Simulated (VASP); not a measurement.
Set up this calculation in VASP 6.6.1, as the native input.

```
Task                   : single point
Functional             : r2SCAN
Potentials or basis    : VASP PAW PBE potentials, release 64 (Sn_d)
Cutoff                 : 550 eV
k mesh                 : 9 × 9 × 9
Occupations            : gaussian, width 0.3 eV
Spin                   : no spin polarisation
Dipole correction      : no
Further INCAR settings : ALGO = Normal; EDIFF = 1e-06; NBANDS = 13
```

Crystal: Sn.

```
Sn
1.0
    -1.89465    1.89465    1.89465
     1.89465   -1.89465    1.89465
     1.89465    1.89465   -1.89465
Sn
1
Direct
  0.00000 0.00000 0.00000
```

One way to write it, as run:

POSCAR

```
Sn
1.0
   -1.8946500000      1.8946500000      1.8946500000
    1.8946500000     -1.8946500000      1.8946500000
    1.8946500000      1.8946500000     -1.8946500000
Sn
1
Direct
    0.0000000000      0.0000000000      0.0000000000
```

INCAR.step1

```
PREC = Accurate
ENCUT = 550
ISMEAR = 0
SIGMA = 0.3
LREAL = False
LASPH = True
NELM = 120
NBANDS = 13
GGA = PE
ALGO = Normal
EDIFF = 1E-5
LWAVE = True
LCHARG = False
GGA_COMPAT = False
```

INCAR.step2

```
PREC = Accurate
ENCUT = 550
EDIFF = 1E-6
ISMEAR = 0
SIGMA = 0.3
LREAL = False
LASPH = True
NELM = 120
ALGO = Normal
ISIF = 2
LWAVE = False
LCHARG = False
METAGGA = R2SCAN
LMIXTAU = True
NBANDS = 13
ISTART = 1
GGA_COMPAT = False
```

KPOINTS

```
Automatic mesh
0
Gamma
  9 9 9
```

Potentials or basis: VASP PAW PBE potentials, release 64 (Sn_d).

Launch:

```sh
$ cat potpaw_PBE.64/Sn_d/POTCAR > POTCAR
$ cp INCAR.step1 INCAR
$ mpirun -np 1 vasp_std > vasp.out
$ cp INCAR.step2 INCAR
$ mpirun -np 1 vasp_std > vasp.out
```

It gave:

* Pressure: -0.7 GPa
* Band gap on the k mesh: zero (band 7 reaches 16.45 eV, above the bottom of band 8 at 5.41 eV)

Caveat: the PAW data sets were made with another functional, which shifts forces and pressure a little; spin-orbit coupling is left out, which moves the levels of the heavy elements.

Run time: 100 s on 1 thread of Intel Xeon 8259CL, with other jobs on the host, peak memory 0.17 GiB.
